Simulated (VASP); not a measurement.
Wanted: the native input for a VASP 6.6.1 run.

```
Task                   : single point
Functional             : LDA
Potentials or basis    : VASP PAW LDA potentials, release 64 (Sc_sv, Ga_d)
Cutoff                 : 520 eV
k mesh                 : 9 × 9 × 9
Occupations            : fermi-dirac, width 0.05 eV
Spin                   : no spin polarisation
Dipole correction      : no
Further INCAR settings : ALGO = Normal; EDIFF = 1e-06; NBANDS = 33
```

The structure of ScGa3 lies in POSCAR:

```
ScGa3
1.0
    4.0950000000      0.0000000000      0.0000000000
    0.0000000000      4.0950000000      0.0000000000
    0.0000000000      0.0000000000      4.0540500000
Sc Ga
1 3
Direct
    0.0000000000      0.0000000000      0.0000000000
    0.0000000000      0.5000000000      0.5000000000
    0.5000000000      0.0000000000      0.5000000000
    0.5000000000      0.5000000000      0.0000000000
```

This cell differs from its parent crystal: zz strain of -1 %.

One way to write it, as run:

INCAR

```
SYSTEM = ScGa3
ALGO     = Normal         ! electronic algorithm
EDIFF    = 1E-6           ! SCF threshold, eV
ENCUT    = 520            ! plane-wave cutoff, eV
GGA      = CA             ! functional
ISIF     = 2              ! what is computed and relaxed
ISMEAR   = -1             ! smearing method
LASPH    = .True.         ! aspherical terms in the spheres
LCHARG   = .True.         ! write CHGCAR
LELF     = .True.         ! ELF
LREAL    = .False.        ! projectors in reciprocal space
LVHAR    = .True.       
LWAVE    = .False.        ! write WAVECAR
NBANDS   = 33             ! bands
NELM     = 80             ! most SCF steps
PREC     = Accurate       ! precision mode
SIGMA    = 0.05           ! smearing width, eV
```

KPOINTS

```
k-points
0
Gamma
  9 9 9
  0 0 0
```

Potentials or basis: VASP PAW LDA potentials, release 64 (Sc_sv, Ga_d).

The run is started by

```console
$ cat potpaw_LDA.64/Sc_sv/POTCAR potpaw_LDA.64/Ga_d/POTCAR > POTCAR
$ mpirun -np 1 vasp_std > vasp.out
```

It gave:

```
Pressure               : -4.5 GPa
Band gap on the k mesh : zero (bands 25 and 26 overlap by 3.18 eV)
```

Caveat: the cell differs from its parent crystal (zz strain of -1 %); the cell stands under tension.

Wall time 81 s on 1 thread of Intel(R) Xeon(R) 6975P-C (Granite Rapids), on a shared host, peak memory 0.25 GiB.
